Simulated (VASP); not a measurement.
Crystal: Ni.

```
Ni
1.0
     0.00000    1.78100    1.78100
     1.78100    0.00000    1.78100
     1.78100    1.78100    0.00000
Ni
1
Direct
  0.00000 0.00000 0.00000
```

Base run:

- Program: VASP 6.6.1
- Functional: LDA
- Potentials or basis: VASP PAW LDA potentials, release 64 (Ni)
- Cutoff: 520 eV
- k mesh: 15 × 15 × 15
- Occupations: gaussian, width 0.05 eV
- Spin: collinear spin, zero start
- Starting moments: [0.0] μB
- Fixed moment: 0 μB
- Hubbard terms: Ni d U = 4.2 eV

Its results: pressure -31.4 GPa.

Question: The run is repeated on the same cell with these changes: potentials or basis from VASP PAW LDA potentials, release 64 (Ni) to VASP PAW LDA potentials, release 64 (Ni_sv_GW); cutoff from 520 eV to 590 eV; further incar settings from ALGO = Normal; EDIFF = 1e-07; NBANDS = 15 to ALGO = Normal; EDIFF = 1e-06; NBANDS = 19; valence electrons from 10 to 18. What comes out?

Answer: Pressure -28.4 GPa.

Caveats: the total moment is fixed, so each spin has its own Fermi level; the U is typed as a test and isn't derived for this compound.
